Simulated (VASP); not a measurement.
# CuAu3 (Pm-3m) in VASP: further runs, part 3 of 3

VASP 6.6.1. Earlier steps stand in the parts before.

**5. Electric field gradients, LDA (16.71 Å³/atom)**

This run uses another cell than the first one, of 16.71 Å³/atom.

INCAR reads:

```
SYSTEM = CuAu3
PREC = Accurate ; ENCUT = 520
EDIFF = 1E-8 ; ISMEAR = -1
SIGMA = 0.05 ; LREAL = .FALSE.
LASPH = .TRUE. ; NELM = 100
ALGO = Normal ; ISIF = 2
LWAVE = .FALSE. ; LCHARG = .FALSE.
LEFG = .TRUE. ; NBANDS = 30
```

KPOINTS reads:

```
Automatic mesh
0
G
  9 9 9
  0 0 0
```

POSCAR reads:

```
CuAu3
1.0
    4.0580590332      0.0000000000      0.0000000000
    0.0000000000      4.0580590332      0.0000000000
    0.0000000000      0.0000000000      4.0580590332
Cu Au
1 3
Direct
    0.0000000000      0.0000000000      0.0000000000
    0.0000000000      0.5000000000      0.5000000000
    0.5000000000      0.0000000000      0.5000000000
    0.5000000000      0.5000000000      0.0000000000
```

Potentials or basis: VASP PAW LDA potentials, release 64 (Cu, Au).

Launch:

```bash
cat potpaw_LDA.64/Cu/POTCAR potpaw_LDA.64/Au/POTCAR > POTCAR
mpirun -np 1 vasp_std > vasp.out
```

OUTCAR:

```text
SYSTEM = CuAu3
   PREC = Accurate
   ENCUT = 520
   EDIFF = 1E-8
   ISMEAR = -1
   LREAL = .FALSE.
   LASPH = .TRUE.
   NELM = 100
   ISIF = 2

 ion  position               nearest neighbor table
   1  0.000  0.000  0.000-   2 2.87   3 2.87   4 2.87   2 2.87   3 2.87   2 2.87   4 2.87   2 2.87
                             3 2.87   4 2.87   3 2.87   4 2.87
   2  0.000  0.500  0.500-   1 2.87   3 2.87   4 2.87   1 2.87   4 2.87   1 2.87   3 2.87   1 2.87
                             3 2.87   4 2.87   4 2.87   3 2.87
   3  0.500  0.000  0.500-   1 2.87   2 2.87   4 2.87   1 2.87   4 2.87   2 2.87   4 2.87   4 2.87
                             1 2.87   2 2.87   1 2.87   2 2.87
   4  0.500  0.500  0.000-   1 2.87   2 2.87   3 2.87   2 2.87   3 2.87   1 2.87   3 2.87   3 2.87
                             1 2.87   2 2.87   2 2.87   1 2.87

  LATTYP: Found a simple cubic cell.
 ALAT       =     4.0580590332

  Lattice vectors:

 A1 = (   4.0580590332,   0.0000000000,   0.0000000000)
 A2 = (   0.0000000000,   4.0580590332,   0.0000000000)
 A3 = (   0.0000000000,   0.0000000000,   4.0580590332)

Analysis of symmetry for initial positions (statically):
=====================================================================
 Subroutine PRICEL returns:
 Original cell was already a primitive cell.

 Routine SETGRP: Setting up the symmetry group for a
 simple cubic supercell.

 Subroutine GETGRP returns: Found 48 space group operations
 (whereof 48 operations were pure point group operations)
 out of a pool of 48 trial point group operations.

The static configuration has the point symmetry O_h .

Analysis of symmetry for dynamics (positions and initial velocities):
=====================================================================
 Subroutine PRICEL returns:
 Original cell was already a primitive cell.

 Routine SETGRP: Setting up the symmetry group for a
 simple cubic supercell.

 Subroutine GETGRP returns: Found 48 space group operations
 (whereof 48 operations were pure point group operations)
 out of a pool of 48 trial point group operations.

The dynamic configuration has the point symmetry O_h .

 Subroutine INISYM returns: Found 48 space group operations
 (whereof 48 operations are pure point group operations),
 and found     1 'primitive' translations

----------------------------------------------------------------------------------------

                                     Primitive cell

  volume of cell :      66.8275

  direct lattice vectors                    reciprocal lattice vectors
     4.058059033  0.000000000  0.000000000     0.246423226  0.000000000  0.000000000
     0.000000000  4.058059033  0.000000000     0.000000000  0.246423226  0.000000000
     0.000000000  0.000000000  4.058059033     0.000000000  0.000000000  0.246423226

  length of vectors
     4.058059033  4.058059033  4.058059033     0.246423226  0.246423226  0.246423226

  position of ions in fractional coordinates (direct lattice)
     0.000000000  0.000000000  0.000000000
     0.000000000  0.500000000  0.500000000
     0.500000000  0.000000000  0.500000000
     0.500000000  0.500000000  0.000000000

  ion indices of the primitive-cell ions
[... 94 lines left out ...]
   IALGO  =     38    algorithm
   IMIX   =      4    mixing-type and parameters
     AMIX     =   0.40;   BMIX     =  1.00
     AMIX_MAG =   1.60;   BMIX_MAG =  1.00
  volume/ion in A,a.u.               =      16.71       112.74
  Fermi-wavevector in a.u.,A,eV,Ry     =   1.424210  2.691367 27.597705  2.028374
  Thomas-Fermi vector in A             =   2.544725
   LORBIT       =      0    0 simple, 1 ext, 2 COOP (PROOUT), +10 PAW based schemes
   GGA     = CA    functional components
   LHFCALC =     F    Hartree Fock is set to
   AEXX    =    0.0000 exact exchange contribution
   IVDW    =     0    specifies the selected vdW correction
   LEPSILON=     F    determine dielectric tensor
   LRPA    =     F    only Hartree local field effects (RPA)
 non-spin polarized calculation
  energy-cutoff  :      520.00
  volume of cell :       66.83
 maximum number of plane-waves:      1819
 NGX is ok and might be reduce to    30
   NGX = 15   NGY = 15   NGZ = 15

 number of electron      43.9999977 magnetization

 Free energy of the ion-electron system (eV)
  ---------------------------------------------------
  ext. energy  EPLUGINS =         0.00000000
  ---------------------------------------------------
  free energy    TOTEN  =       -17.89637904 eV

  energy without entropy =      -17.88902416  energy(sigma->0) =      -17.89270160

 E-fermi :   8.0679     XC(G=0): -12.6529

 val. band max:        7.9787699536   @ k =   0.4444   0.4444   0.0000
 cond. band min:       8.1259003556   @ k =   0.3333   0.3333   0.0000
 fundamental gap:      0.1471304019
 Fermi energy:         8.0679283843

 k-point     1 :       0.0000    0.0000    0.0000
  band No.  band energies     occupation
      1      -1.2891      2.00000
      2       1.1343      2.00000
      3       1.8761      2.00000
      4       1.8761      2.00000
      5       1.8761      2.00000
      6       1.9915      2.00000
[... 781 lines left out ...]
     29      17.6409      0.00000
     30      18.5274      0.00000

 [... further k-points ...]

------------------------ aborting loop because EDIFF is reached ----------------------------------------

  FORCE on cell =-STRESS in cart. coord.  units (eV):
  Direction    XX          YY          ZZ          XY          YZ          ZX
  --------------------------------------------------------------------------------------
  -------------------------------------------------------------------------------------
  Total       -5.4585096     -5.4585096     -5.4585096      0.0000000      0.0000000      0.0000000
  in kB     -130.8668300   -130.8668300   -130.8668300      0.0000000      0.0000000      0.0000000
  external PRESSURE =    -130.8668300 kB  Pullay stress =       0.0000000 kB

 VOLUME and BASIS-vectors are now :
 -----------------------------------------------------------------------------
  energy-cutoff  :      520.00
  volume of cell :       66.83
      direct lattice vectors                 reciprocal lattice vectors
     4.058059033  0.000000000  0.000000000     0.246423226  0.000000000  0.000000000
     0.000000000  4.058059033  0.000000000     0.000000000  0.246423226  0.000000000
     0.000000000  0.000000000  4.058059033     0.000000000  0.000000000  0.246423226

 POSITION                                       TOTAL-FORCE (eV/Angst)
 -----------------------------------------------------------------------------------
      0.00000      0.00000      0.00000         0.000000      0.000000      0.000000
      0.00000      2.02903      2.02903         0.000000      0.000000      0.000000
      2.02903      0.00000      2.02903         0.000000      0.000000      0.000000
      2.02903      2.02903      0.00000         0.000000      0.000000      0.000000
 -----------------------------------------------------------------------------------
    total drift:                                0.000000      0.000000     -0.000000

  FREE ENERGIE OF THE ION-ELECTRON SYSTEM (eV)
  ---------------------------------------------------
  free  energy   TOTEN  =       -17.8963790375 eV

  energy  without entropy=      -17.8890241636  energy(sigma->0) =      -17.89270160

 Electric field gradients (V/A^2)
---------------------------------------------------------------------
 ion       V_xx      V_yy      V_zz      V_xy      V_xz      V_yz
---------------------------------------------------------------------
   1      -0.000    -0.000     0.000    -0.000    -0.000    -0.000
   2     -65.513    32.757    32.757     0.000    -0.000     0.000
   3      32.757   -65.513    32.757    -0.000     0.000    -0.000
   4      32.757    32.757   -65.513     0.000    -0.000     0.000
---------------------------------------------------------------------

 Electric field gradients after diagonalization (V/A^2)
 (convention: |V_zz| > |V_xx| > |V_yy|)
----------------------------------------------------------------------
 ion       V_xx      V_yy      V_zz     asymmetry (V_yy - V_xx)/ V_zz
----------------------------------------------------------------------
   1      -0.000    -0.000     0.000       0.046
   2      32.757    32.757   -65.513       0.000
   3      32.757    32.757   -65.513       0.000
   4      32.757    32.757   -65.513       0.000
----------------------------------------------------------------------

           NMR quadrupolar parameters

 Cq : quadrupolar parameter    Cq=e*Q*V_zz/h
 eta: asymmetry parameters     (V_yy - V_xx)/ V_zz
 Q  : nuclear electric quadrupole moment in mb (millibarn)
----------------------------------------------------------------------
 ion       Cq(MHz)       eta       Q (mb)
----------------------------------------------------------------------
   1       0.000       0.046       1.000
   2      -0.158       0.000       1.000
   3      -0.158       0.000       1.000
   4      -0.158       0.000       1.000
----------------------------------------------------------------------
```

Wall time 37 s (1 thread of AMD EPYC 9R45 (Zen 5), shared host); peak memory 0.16 GiB.

Results:

* Free energy: -17.8964 eV
* Pressure: -13.1 GPa
* Band gap on the k mesh: zero (bands 22 and 23 overlap by 1.51 eV)
* Largest electric field gradient by atom: Cu -0.0; Au -65.5 V/Å²

Levels at points of the mesh, in eV from the Fermi level:
| k point | band 20 | band 21 | band 22 | band 23 | band 24 | band 25 |
| --- | --- | --- | --- | --- | --- | --- |
| (0.00, 0.00, 0.00) | -1.42 | -1.42 | 1.16 | 1.16 | 1.16 | 5.52 |

Electric field gradients, principal values (V/Å²):
```csv
atom,least,middle,greatest (by size)
1 Cu,0.000,0.000,0.000
2 Au,32.757,32.757,-65.513
3 Au,32.757,32.757,-65.513
4 Au,32.757,32.757,-65.513
```

Caveat: the cell stands under tension; without QUAD_EFG the Cq values of the log hold for a quadrupole moment of 1 mb, not for the nuclei; spin-orbit coupling is left out, which moves the levels of the heavy elements.

**6. Summary**

```csv
cell,gap on the mesh (eV),pressure (GPa)
"a = 3.926 Å, 4 atoms",none,2.3
"a = 3.967 Å, 4 atoms",none,-3.4
"a = 4.006 Å, 4 atoms",none,-8.1
"a = 4.058 Å, 4 atoms",none,-13.1
```

Alike in all rows: task electric field gradients; level LDA; potentials or basis VASP PAW LDA potentials, release 64 (Cu, Au); no spin polarisation; k mesh 9 × 9 × 9; cutoff (eV) 520; smearing fermi-dirac 0.05 eV.

Caveats: spin-orbit coupling is left out, which moves the levels of the heavy elements; the cell stands under tension (at least some runs).

Total energies depend on the potentials used, so only differences within one code and one set of settings carry meaning.
